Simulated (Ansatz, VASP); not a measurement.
## MgO in VASP and in Ansatz

INCAR

```
SYSTEM = MgO
PREC     = Accurate       ! precision mode
ENCUT    = 520            ! plane-wave cutoff, eV
EDIFF    = 1E-6           ! SCF threshold, eV
ISMEAR   = -1             ! smearing method
SIGMA    = 0.05           ! smearing width, eV
LREAL    = .False.        ! projectors in reciprocal space
LASPH    = .True.         ! aspherical terms in the spheres
NELM     = 60             ! most SCF steps
ALGO     = Normal         ! electronic algorithm
ISIF     = 2              ! what is computed and relaxed
LWAVE    = .False.        ! write WAVECAR
LCHARG   = .False.        ! write CHGCAR
GGA      = PS             ! functional
NBANDS   = 11             ! bands
```

The input KPOINTS:

```
regular mesh
0
Gamma
  10 10 10
  0 0 0
```

File POSCAR:

```
MgO
1.0
    0.0000000000      2.3214330279      2.3214330279
    2.3214330279      0.0000000000      2.3214330279
    2.3214330279      2.3214330279      0.0000000000
Mg O
1 1
Direct
    0.5000000000      0.5000000000      0.5000000000
    0.7500000000      0.7500000000      0.7500000000
```

The input input.yaml:

```yaml
crystal:
  lattice:
    - [0.0, 2.3214330279, 2.3214330279]
    - [2.3214330279, 0.0, 2.3214330279]
    - [2.3214330279, 2.3214330279, 0.0]
  atoms:
    - { symbol: Mg, position: [0.5, 0.5, 0.5] }
    - { symbol: O, position: [0.75, 0.75, 0.75] }
hamiltonian:
  xc: pbesol
  pseudopotentials: { kind: paw }
kpoints:
  mp_grid: { grid: [10, 10, 10] }
scf:
  occupations: { method: fermi_dirac, width: 0.05 }
output:
  forces: true
  stress: true
  eigenvalues: true
  write_density: true
  write_potential: true
  elf: true
  volumetric_format: npy
```

Alike in both runs: task single point; functional PBEsol; k mesh 10 × 10 × 10; occupations fermi-dirac, width 0.05 eV; no spin polarisation.

|  | VASP | Ansatz |
| --- | --- | --- |
| version | VASP 6.6.1 | Ansatz 0.2.0 |
| potentials or method | VASP PAW PBE potentials, release 64 (Mg, O) | Ansatz PAW |
| plane-wave cutoff (eV) | 520 | 420 |
| valence electrons in the cell | 8 | 16 |

```tsv
	VASP	Ansatz	Ansatz less VASP
gap on the k mesh at the Fermi level (eV)	3.25	3.25	+0.001
least direct gap on the mesh (eV)	3.25	3.25	+0.001
pressure (GPa)	-5.1	-4.8	+0.32
```

VASP's potentials were made for PBE, not for PBEsol. VASP's potentials hold 8 valence electrons a cell and Ansatz's 16, so a difference there can come from the potentials and not from the codes.
